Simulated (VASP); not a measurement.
**Lu: single point with r2SCAN**

Crystal: Lu.

```
Lu
1.0
     3.50482    0.00000    0.00000
    -1.75241    3.03526    0.00000
     0.00000    0.00000    5.46968
Lu
2
Direct
  0.33333 0.66667 0.25000
  0.66667 0.33333 0.75000
```

| Property | Result |
| --- | --- |
| Program | VASP 6.6.1 |
| Task | single point |
| Functional | r2SCAN |
| Potentials or basis | VASP PAW PBE potentials, release 64 (Lu) |
| Cutoff | 520 eV |
| k mesh | 10 × 10 × 6 |
| Occupations | methfessel-paxton, width 0.1 eV |
| Spin | no spin polarisation |
| Dipole correction | no |
| Further INCAR settings | ALGO = Normal; EDIFF = 1e-06; NBANDS = 32 |

The pressure is 0.0 GPa and the band gap on the k mesh is zero (bands 25 and 26 overlap by 1.99 eV).

Stress tensor (GPa, compression positive):
```
 0.22  0.00  0.00
 0.00  0.22  0.00
 0.00  0.00 -0.37
```

Levels at points of the mesh, in eV from the Fermi level:
```
           k point  band 21  band 22  band 23  band 24  band 25  band 26  band 27  band 28  band 29  band 30
(0.00, 0.00, 0.00)    -5.04    -5.02    -5.02    -2.39     0.56     2.46     2.46     2.94     3.26     3.26
(0.50, 0.00, 0.00)    -5.04    -5.03    -2.37    -1.42    -0.83    -0.42     1.74     2.12     2.63     6.58
(0.00, 0.00, 0.50)    -5.02    -5.02    -4.53    -4.53     1.37     1.37     2.37     2.37     2.37     2.37
(0.50, 0.00, 0.50)    -5.04    -5.04    -2.10    -2.10     0.10     0.10     1.47     1.47     3.66     3.66
```

Run time: 11 min on 1 thread of Intel Xeon 8259CL, with other jobs on the host, peak memory 0.25 GiB.

Caveat: the PAW data sets were made with another functional, which shifts forces and pressure a little; spin-orbit coupling is left out, which moves the levels of the heavy elements.
